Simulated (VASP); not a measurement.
The system is GaMo.

```
CELL_PARAMETERS angstrom
0.00000 2.63563 2.63563
2.63563 0.00000 2.63563
2.63563 2.63563 0.00000
ATOMIC_POSITIONS crystal
Ga 0.50000 0.50000 0.50000
Mo 0.75000 0.75000 0.75000
```

| Quantity | Value |
| --- | --- |
| Program | VASP 6.6.1 |
| Task | relaxation of cell and atoms |
| Functional | PBE |
| Potentials or basis | VASP PAW PBE potentials, release 64 (Ga_d, Mo_sv) |
| Cutoff | 600 eV |
| k mesh | 6 × 6 × 6 |
| Occupations | gaussian, width 0.2 eV |
| Spin | no spin polarisation |

At the start: pressure 31.2 GPa; volume 18.31 Å³/atom.

Q: Where does the relaxation end?

A: Over 3 steps the energy falls by 388.5 meV/atom and the volume is 23.41 Å³/atom (+27.9 %); space group F-43m (No. 216, to 0.05 Å).

Step by step:
```csv
step,energy change (eV),largest force (eV/Å),pressure (GPa),volume (Å³)
1,0.0000,0.0000,31.22,36.62
2,-0.2586,0.0000,-10.80,58.97
3,-0.7771,0.0000,-0.47,46.83
```

Final structure:
```
CELL_PARAMETERS angstrom
0.00000 2.86085 2.86085
2.86085 0.00000 2.86085
2.86085 2.86085 0.00000
ATOMIC_POSITIONS crystal
Ga 0.50000 0.50000 0.50000
Mo 0.75000 0.75000 0.75000
```

Caveat: the volume moved by over 15 % at a fixed basis, so the end points are rough.
